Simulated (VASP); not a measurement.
TiO2, 6 atoms in the cell. The structure is tetragonal, space group P4_2/mnm (No. 136). Conventional cell: a = 4.592 Å, b = 4.592 Å, c = 2.957 Å, α = 90.00°, β = 90.00°, γ = 90.00°. Ti (site symmetry mmm) has 6 O at 1.95 to 1.98 Å within 2.6 Å. Within 2.6 Å of O (site symmetry m2m) lie 3 Ti at 1.95 to 1.98 Å and 1 O at 2.53 Å. 

| Property | Result |
| --- | --- |
| Program | VASP 6.6.1 |
| Task | G0W0 quasiparticle levels |
| Functional | PBEsol |
| Potentials or basis | VASP PAW PBE potentials, release 64 (Ti_sv_GW, O_GW) |
| Cutoff | 500 eV |
| k mesh | 4 × 4 × 4 |
| Occupations | gaussian, width 0.01 eV |
| Spin | no spin polarisation |
| Dipole correction | no |
| GW scheme | G0W0 |
| GW iterations | 1 |
| Cutoff of the response function | 80 |
| Frequency points | 48 |
| Empty bands | 92 |
| Further INCAR settings | ALGO = EVGW0; EDIFF = 1e-08; NBANDS = 116 |

Potentials or basis: VASP PAW PBE potentials, release 64 (Ti_sv_GW, O_GW).

Launch:

```sh
$ cat potpaw_PBE.64/Ti_sv_GW/POTCAR potpaw_PBE.64/O_GW/POTCAR > POTCAR
$ cp INCAR.step1 INCAR
$ mpirun -np 1 vasp_std > vasp.out
$ cp INCAR.step2 INCAR
$ mpirun -np 1 vasp_std > vasp.out
$ cp INCAR.step3 INCAR
$ mpirun -np 1 vasp_std > vasp.out
```

Hardware: 1 thread of Intel Xeon 8259CL, on a shared host.

Question: How long does it take, and how much memory?

Answer: Run time: 45 min on 1 thread of Intel Xeon 8259CL, on a shared host, peak memory 1.1 GiB. Counts: k points 18.
